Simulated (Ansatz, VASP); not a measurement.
## One calculation of Os, two programs

```
Os
1.0
     0.00000    2.75120    2.75120
     2.75120    0.00000    2.75120
     2.75120    2.75120    0.00000
Os
2
Direct
  0.12500 0.12500 0.12500
  0.87500 0.87500 0.87500
```

Alike in both runs: task single point; functional PBEsol; k mesh 11 × 11 × 11; occupations fermi-dirac, width 0.1 eV; no spin polarisation.

```csv
,VASP,Ansatz
version,VASP 6.6.1,Ansatz 0.2.0
potentials or method,"VASP PAW PBE potentials, release 64 (Os), cutoff 520 eV","plane waves (420 eV) with PAW, scalar-relativistic"
valence electrons in the cell,16,32
```

|  | VASP | Ansatz | Ansatz less VASP |
| --- | --- | --- | --- |
| pressure (GPa) | -1.1 | 0.0 | +1.04 |

VASP's potentials were made for PBE, not for PBEsol, and Ansatz warns of the same on its side. The functional is the same, so the differences come from potentials, cutoffs and numerics. VASP's potentials hold 16 valence electrons a cell and Ansatz's 32, so a difference there can come from the potentials and not from the codes.

Neither program's run includes spin-orbit coupling.
